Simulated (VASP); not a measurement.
Here is a VASP 6.6.1 calculation.

Contents of INCAR:

```
PREC = Accurate
ENCUT = 520
EDIFF = 1E-7
ISMEAR = 0
SIGMA = 0.15
LREAL = F
LASPH = T
NELM = 100
ALGO = Fast
ISIF = 2
LWAVE = F
LCHARG = T
GGA = CA
LELF = T
LVHAR = T
NBANDS = 13
```

The input KPOINTS:

```
Automatic mesh
0
Gamma
  22 22 22
```

The input POSCAR:

```
W
1.0
    0.0000000000      2.1720693104      1.7678472117
    2.1720693104      0.0000000000      1.7678472117
    2.1720693104      2.1720693104      0.0000000000
W
1
Direct
    0.0000000000      0.0000000000      0.0000000000
```

Potentials or basis: VASP PAW LDA potentials, release 64 (W_sv).

The run is started by

```console
$ cat potpaw_LDA.64/W_sv/POTCAR > POTCAR
$ mpirun -np 1 vasp_std > vasp.out
```

Q: Predict the pressure.

A: -18.7 GPa.

Q: What does it give for the band gap on the k mesh?

A: Zero (bands 7 and 8 overlap by 5.30 eV).

Stress tensor (GPa, compression positive):
```
 -9.58   0.00   0.00
  0.00  -9.58   0.00
  0.00   0.00 -37.07
```

Caveat: the stress differs along the axes, from -37 to -10 GPa; spin-orbit coupling is left out, which moves the levels of the heavy elements.
